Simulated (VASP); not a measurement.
Crystal: MoS2.

```
CELL_PARAMETERS angstrom
0.00000 2.99595 2.99595
2.99595 0.00000 2.99595
2.99595 2.99595 0.00000
ATOMIC_POSITIONS crystal
Mo 0.00000 0.00000 0.00000
S 0.25000 0.25000 0.25000
S 0.75000 0.75000 0.75000
```

Base run:

* Program: VASP 6.6.1
* Functional: LDA
* Potentials or basis: VASP PAW LDA potentials, release 64 (Mo_sv, S)
* Cutoff: 500 eV
* k mesh: 6 × 6 × 6
* Occupations: gaussian, width 0.05 eV
* Spin: collinear spin
* Starting moments: [2.0, 0.0, 0.0] μB
* Hubbard terms: Mo d U = 3.0 eV, J = 0.7 eV

Its results: pressure -7.6 GPa; site moments Mo +1.63; S -0.01 μB.

**Question.** After a change of settings the same cell gave: pressure -8.9 GPa; site moments Mo +1.45; S -0.06 μB. Which change was it?
A. moments at the start from [2.0, 0.0, 0.0] to [0.5, 0.0, 0.0]; fixed moment from none to 0.5 μB
B. moments at the start from [2.0, 0.0, 0.0] to [1.53, -0.04, -0.04]; fixed moment from none to 1.8 μB
C. moments at the start from [2.0, 0.0, 0.0] to [1.45, 0.0, 0.0]
D. moments at the start from [2.0, 0.0, 0.0] to [1.35, -0.08, -0.08]; fixed moment from none to 1.5 μB

**Answer.** D.

Caveats: the cell stands under tension; the total moment is fixed, so each spin has its own Fermi level (at least some runs).
